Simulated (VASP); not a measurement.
Set up this calculation in VASP 6.6.1, as the native input.

```yaml
Task: single point
Functional: PBE
Potentials_or_basis: VASP PAW PBE potentials, release 64 (Zn, S)
Cutoff: 500 eV
k_mesh: 6 × 6 × 4
Occupations: gaussian, width 0.01 eV
Spin: no spin polarisation
Dipole_correction: no
Further_INCAR_settings: ALGO = Normal; EDIFF = 1e-06; NBANDS = 26
```

The structure of ZnS (Wurtzite-2H) lies in POSCAR:

```
ZnS
1.0
    3.8457817004      0.0000000000      0.0000000000
   -1.9228908502      3.3305446499      0.0000000000
    0.0000000000      0.0000000000      6.3040218053
Zn S
2 2
Direct
    0.3333333333      0.6666666667      0.0052011311
    0.6666666667      0.3333333333      0.5052011311
    0.3333333333      0.6666666667      0.3797988689
    0.6666666667      0.3333333333      0.8797988689
```

These files were run (other wordings do the same):

INCAR

```
SYSTEM = ZnS
PREC = Accurate ; ENCUT = 500
EDIFF = 1E-6 ; ISMEAR = 0
SIGMA = 0.01 ; LREAL = .FALSE.
LASPH = .TRUE. ; NELM = 120
ALGO = Normal ; ISIF = 2
LWAVE = .FALSE. ; LCHARG = .FALSE.
GGA = PE ; NBANDS = 26
GGA_COMPAT = .FALSE.
```

KPOINTS

```
regular mesh
0
G
  6 6 4
  0 0 0
```

Potentials or basis: VASP PAW PBE potentials, release 64 (Zn, S).

Launch:

```console
$ cat potpaw_PBE.64/Zn/POTCAR potpaw_PBE.64/S/POTCAR > POTCAR
$ mpirun -np 1 vasp_std > vasp.out
```

Results of the run:

- Pressure: 0.1 GPa
- Band gap on the k mesh: 2.08 eV, direct

Run time: 42 s on 1 thread of Intel(R) Xeon(R) Platinum 8488C (Sapphire Rapids) (shared host), peak memory 0.19 GiB.
